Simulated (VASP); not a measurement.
Wanted: the native input for a VASP 6.6.1 run.

* Task: single point
* Functional: PBE
* Potentials or basis: VASP PAW PBE potentials, release 64 (Li_sv, Ge_d, P)
* Cutoff: 520 eV
* k mesh: 4 × 4 × 4
* Occupations: gaussian, width 0.1 eV
* Spin: no spin polarisation
* Dipole correction: no
* Further INCAR settings: ALGO = Normal; EDIFF = 1e-07; NBANDS = 32

The structure of LiGe2P3 lies in POSCAR:

```
LiGe2P3
1.0
    3.7631911806      0.0000000000      0.0000000000
    0.0000000000      3.7631911806      0.0000000000
    0.0000000000      0.0000000000      6.9832290493
Li Ge P
1 2 3
Direct
    0.0000000000      0.0000000000      0.0000000000
    0.0000000000      0.5000000000      0.6632437079
    0.5000000000      0.0000000000      0.3367562921
    0.0000000000      0.5000000000      0.2857989938
    0.5000000000      0.0000000000      0.7142010062
    0.5000000000      0.5000000000      0.0000000000
```

One way to write it, as run:

INCAR

```
SYSTEM = LiGe2P3
ALGO = Normal
EDIFF = 1E-7
ENCUT = 520
GGA = PE
ISIF = 2
ISMEAR = 0
LASPH = .True.
LCHARG = .True.
LELF = .True.
LREAL = .False.
LVHAR = .True.
LWAVE = .False.
NBANDS = 32
NELM = 80
PREC = Accurate
SIGMA = 0.1
```

KPOINTS

```
k-points
0
Gamma
  4 4 4
  0 0 0
```

Potentials or basis: VASP PAW PBE potentials, release 64 (Li_sv, Ge_d, P).

Command:

```sh
$ cat potpaw_PBE.64/Li_sv/POTCAR potpaw_PBE.64/Ge_d/POTCAR potpaw_PBE.64/P/POTCAR > POTCAR
$ mpirun -np 1 vasp_std > vasp.out
```

Results of the run:

```
Largest force          : 0.031 eV/Å
Band gap on the k mesh : zero (band 23 reaches 8.25 eV, above the bottom of band 24 at 4.99 eV)
```

Caveat: the k points lie up to 0.42 Å⁻¹ apart.

Wall time 24 s on 1 thread of Intel(R) Xeon(R) 6975P-C (Granite Rapids) (shared host), peak memory 0.21 GiB.
